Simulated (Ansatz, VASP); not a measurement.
**BeCd3S2 in VASP and in Ansatz**

```
Be Cd S
1.0
     3.74679    0.00000    0.00000
     0.00000    3.74679    0.00000
     0.00000    0.00000    9.02028
Be Cd S
1 3 2
Direct
  0.50000 0.50000 0.00000
  0.50000 0.00000 0.35971
  0.00000 0.50000 0.64029
  0.00000 0.00000 0.00000
  0.50000 0.00000 0.66874
  0.00000 0.50000 0.33126
```

Change from the starting cell: species swapped into the Hf2SiAs3 type (P-4m2, No. 115).

Alike in both runs: functional PBE; k mesh 10 × 10 × 4; occupations gaussian, width 0.1 eV; no spin polarisation.

Ansatz relaxed the structure, and its values are those at the end. VASP's run is a single point on that final structure, the one shown.

|  | VASP | Ansatz |
| --- | --- | --- |
| version | VASP 6.6.1 | Ansatz 0.2.0 |
| potentials or method | VASP PAW PBE potentials, release 64 (Be, Cd, S), cutoff 520 eV | scalar-relativistic, plane waves, PAW |
| valence electrons in the cell | 50 | 74 |

|  | VASP | Ansatz | Ansatz less VASP |
| --- | --- | --- | --- |
| gap on the k mesh at the Fermi level (eV) | none | none | - |
| pressure (GPa) | 0.3 | 0.0 | -0.30 |
| rms of the force components (eV/Å) | 0.010 | 0.000 | -0.0096 |

A gap of «none» marks a metal or a gap that the smearing closes. VASP's potentials hold 50 valence electrons a cell and Ansatz's 74, so a difference there can come from the potentials and not from the codes.
